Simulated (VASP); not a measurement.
A run of VASP 6.6.1 is set up as follows.

The input INCAR:

```
SYSTEM = RbCaH3
  PREC = Accurate
  ENCUT = 520
  EDIFF = 1E-6
  ISMEAR = 0
  SIGMA = 0.05
  LREAL = .False.
  LASPH = .True.
  NELM = 60
  ALGO = Normal
  ISIF = 2
  LWAVE = .False.
  LCHARG = .True.
  GGA = CA
  LELF = .True.
  LVHAR = .True.
  NBANDS = 19
```

File KPOINTS:

```
regular mesh
0
Gamma
  6 6 6
  0 0 0
```

Contents of POSCAR:

```
RbCaH3
1.0
    4.6041932179     -0.4926996432     -0.4926996432
   -0.4926996432      4.6041932179     -0.4926996432
   -0.4926996432     -0.4926996432      4.6041932179
Rb Ca H
1 1 3
Direct
    0.0000000000      0.0000000000      0.0000000000
    0.5000000000      0.5000000000      0.5000000000
    0.0000000000      0.5000000000      0.5000000000
    0.5000000000      0.0000000000      0.5000000000
    0.5000000000      0.5000000000      0.0000000000
```

Potentials or basis: VASP PAW LDA potentials, release 64 (Rb_sv, Ca_sv, H).

Launch:

```bash
$ cat potpaw_LDA.64/Rb_sv/POTCAR potpaw_LDA.64/Ca_sv/POTCAR potpaw_LDA.64/H/POTCAR > POTCAR
$ mpirun -np 1 vasp_std > vasp.out
```

Question: Predict the band gap on the k mesh.

Answer: 1.97 eV, indirect (least direct gap 2.22 eV).

Question: Predict the pressure.

Answer: -2.2 GPa.

Stress tensor (GPa, compression positive):
```
-2.20  4.39  4.39
 4.39 -2.20  4.39
 4.39  4.39 -2.20
```

 A k mesh can miss the band edges.
